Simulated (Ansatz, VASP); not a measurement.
SiGe3 in VASP and in Ansatz

```
Si Ge
1.0
     2.78687    0.00000    0.00000
    -1.39344    2.41350    0.00000
     0.00000    0.00000   11.12916
Si Ge
1 3
Direct
  0.00000 0.00000 0.00000
  0.00000 0.00000 0.23925
  0.00000 0.00000 0.50000
  0.00000 0.00000 0.76075
```

Alike in both runs: functional PBE; k mesh 6 × 6 × 2; occupations gaussian, width 0.1 eV; no spin polarisation.

Ansatz relaxed the structure, and its values are those at the end. VASP's run is a single point on that final structure, the one shown.

|  | VASP | Ansatz |
| --- | --- | --- |
| version | VASP 6.6.1 | Ansatz 0.2.0 |
| potentials or method | VASP PAW PBE potentials, release 64 (Si, Ge_d), cutoff 520 eV | scalar-relativistic, plane waves, PAW |
| valence electrons in the cell | 46 | 46 |

|  | VASP | Ansatz | Ansatz less VASP |
| --- | --- | --- | --- |
| gap on the k mesh at the Fermi level (eV) | none | none | - |
| pressure (GPa) | 0.0 | 0.0 | 0.00 |
| rms of the force components (eV/Å) | 0.005 | 0.005 | -0.0004 |

A gap of «none» marks a metal or a gap that the smearing closes.

The k mesh is coarse, so the values compare programs but aren't converged.
